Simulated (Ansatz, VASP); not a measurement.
## One calculation of AlH4, two programs

```
Al H
1.0
     3.95933    0.00000    0.00000
     0.00000    3.95933    0.00000
     0.00000    0.00000    2.41961
Al H
1 4
Direct
  0.50000 0.50000 0.00000
  0.74744 0.74744 0.50000
  0.25256 0.25256 0.50000
  0.25256 0.74744 0.50000
  0.74744 0.25256 0.50000
```

Alike in both runs: functional PBE; k mesh 14 × 14 × 6; occupations gaussian, width 0.1 eV; no spin polarisation.

Ansatz relaxed the structure, and its values are those at the end. VASP's run is a single point on that final structure, the one shown.

```csv
,VASP,Ansatz
version,VASP 6.6.1,Ansatz 0.2.0
potentials or method,"VASP PAW PBE potentials, release 64 (Al, H), cutoff 520 eV","scalar-relativistic, plane waves, PAW"
valence electrons in the cell,7,7
```

```tsv
	VASP	Ansatz	Ansatz less VASP
gap on the k mesh at the Fermi level (eV)	none	none	-
pressure (GPa)	-0.2	0.0	+0.22
```

A gap of «none» marks a metal or a gap that the smearing closes. With one functional, cell and mesh, what is left measures potentials, basis and numerics.

The k mesh is coarse, so the values compare programs but aren't converged.
